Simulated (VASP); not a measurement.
## In3GaP4: relaxation of cell and atoms with PBE

In3GaP4:

```
In Ga P
1.0
     3.85248   -5.40421    0.00000
     3.85248    5.40421    0.00000
     0.00000    0.00000    3.89203
In Ga P
3 1 4
Cartesian
  1.9262 2.7021 0.0000
  0.0000 0.0000 1.9460
  1.9262 -2.7021 0.0000
  3.8525 0.0000 1.9460
  5.6593 0.0000 0.0000
  3.8525 -2.6113 1.9460
  3.8525 2.6113 1.9460
  2.0456 0.0000 0.0000
```

```
Program                : VASP 6.6.1
Task                   : relaxation of cell and atoms
Functional             : PBE
Potentials or basis    : VASP PAW PBE potentials, release 64 (In_d, Ga_d, P)
Cutoff                 : 600 eV
k mesh                 : 6 × 6 × 10
Occupations            : gaussian, width 0.1 eV
Spin                   : no spin polarisation
Dipole correction      : no
Further INCAR settings : ALGO = Fast; EDIFF = 1e-06; IBRION = 2; EDIFFG = -0.01; NSW = 100; ISIF = 3
```

```
Relaxed volume                        : 20.23 Å³/atom
Relaxed cell                          : a = 6.681 Å, b = 6.681 Å, c = 3.845 Å, α = 90.00°, β = 90.00°, γ = 109.40°
Space group after relaxing (to 0.1 Å) : Cmmm (No. 65)
Energy gained by relaxing             : 1.3 meV/atom
Ionic steps                           : 5
Pressure after relaxing               : 0.0 GPa
Largest force after relaxing          : 0.005 eV/Å
Band gap on the k mesh                : zero (bands 36 and 37 overlap by 1.00 eV)
```

Forces in eV/Å, atoms in the order of the input:
```
In   0.000  0.000  0.000
In   0.000  0.000  0.000
In   0.000  0.000  0.000
Ga   0.000  0.000  0.000
P    0.005  0.000  0.000
P    0.000  0.001  0.000
P    0.000 -0.001  0.000
P   -0.005  0.000  0.000
```

Step by step:
| step | energy change (eV) | largest force (eV/Å) | pressure (GPa) | volume (Å³) |
| --- | --- | --- | --- | --- |
| 1 | 0.0000 | 0.0220 | -0.01 | 162.06 |
| 2 | -0.0080 | 0.0153 | -0.03 | 162.01 |
| 3 | -0.0094 | 0.0103 | -0.02 | 161.98 |
| 4 | -0.0101 | 0.0071 | 0.01 | 161.92 |
| 5 | -0.0103 | 0.0053 | 0.03 | 161.88 |

Final structure:
```
CELL_PARAMETERS angstrom
3.86037 -5.45241 0.00000
3.86037 5.45241 0.00000
0.00000 0.00000 3.84538
ATOMIC_POSITIONS crystal
In 0.00000 0.50000 0.00000
In 0.00000 0.00000 0.50000
In 0.50000 0.00000 0.00000
Ga 0.50000 0.50000 0.50000
P 0.73487 0.73487 0.00000
P 0.74143 0.25857 0.50000
P 0.25857 0.74143 0.50000
P 0.26513 0.26513 0.00000
```

Levels at points of the mesh, in eV from the Fermi level:
```
           k point  band 33  band 34  band 35  band 36  band 37  band 38  band 39  band 40
(0.00, 0.00, 0.00)    -0.24     0.05     0.11     0.17     0.21     0.66     2.55     2.60
(0.50, 0.00, 0.00)    -0.19    -0.16    -0.13    -0.10     0.37     0.60     2.70     2.96
(0.50, 0.50, 0.00)    -1.48    -1.41    -0.18    -0.04     0.74     1.10     2.09     2.37
(0.00, 0.00, 0.50)    -2.96    -2.96    -0.16    -0.11     2.11     2.17     2.31     2.60
(0.50, 0.00, 0.50)    -1.67    -1.64    -1.35    -1.31     0.26     0.31     0.38     0.84
(0.50, 0.50, 0.50)    -2.41    -2.40     0.08     0.13     0.14     0.20     2.51     2.58
```

Wall time 42 min on 1 thread of Oxide Virtual Turin-like Processor, on a shared host, peak memory 0.69 GiB.

Caveat: spin-orbit coupling is left out, which moves the levels of the heavy elements.
